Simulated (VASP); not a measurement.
Runs of VASP 6.6.1 on GaN. The structure is that of space group P6_3mc (No. 186), or close to it. The cells are those of the table. 

```tsv
task	level	potentials or basis	cell	cutoff (eV)	gap on the mesh (eV)	pressure (GPa)	largest force (eV/Å)
relaxation of shape and atoms at fixed volume	r2SCAN	VASP PAW PBE potentials, release 64 (Ga_d, N)	relaxed from a = 3.225, b = 3.225, c = 5.253 Å, angles 90.0, 90.0, 120.0°, 4 atoms	600	2.07	-6.1	-
single point	r2SCAN	VASP PAW PBE potentials, release 64 (Ga_d, N_h)	a = 3.161, b = 3.161, c = 5.150 Å, angles 90.0, 90.0, 120.0°, 4 atoms	910	2.48	5.2	-
single point	BLYP+D3(BJ)	VASP PAW PBE potentials, release 64 (Ga_d, N_h)	a = 3.243, b = 3.243, c = 5.295 Å, angles 90.0, 90.0, 120.0°, 4 atoms	910	1.61	(b)	-
single point	r2SCAN	VASP PAW PBE potentials, release 64 (Ga_d, N_h)	a = 3.204, b = 3.204, c = 5.219 Å, angles 90.0, 90.0, 120.0°, 4 atoms	910	(a)	-2.8	0.01
single point	r2SCAN	VASP PAW PBE potentials, release 64 (Ga_d, N_h)	a = 3.177, b = 3.177, c = 5.175 Å, angles 90.0, 90.0, 120.0°, 4 atoms	910	2.38	2.1	-
single point	r2SCAN	VASP PAW PBE potentials, release 64 (Ga_d, N_h)	a = 3.225, b = 3.225, c = 5.251 Å, angles 90.0, 90.0, 120.0°, 4 atoms	910	2.07	-6.2	0.01
```

Alike in all rows: no spin polarisation; k mesh 8 × 8 × 6; smearing gaussian 0.05 eV.

**Question.** Fill in the values left out.

**Answer.** (a) 2.20; (b) -4.9.

Caveats: the PAW data sets were made with another functional, which shifts forces and pressure a little; the cutoff is under 1.25 times the usual one of these potentials, so pressure, stress and relaxed cells hold a basis-set (Pulay) error (at least some runs); the cell stands under tension (at least some runs); the cell stands under pressure (at least some runs).

A k mesh can miss the band edges, and the runs leave out spin-orbit coupling on Ga.
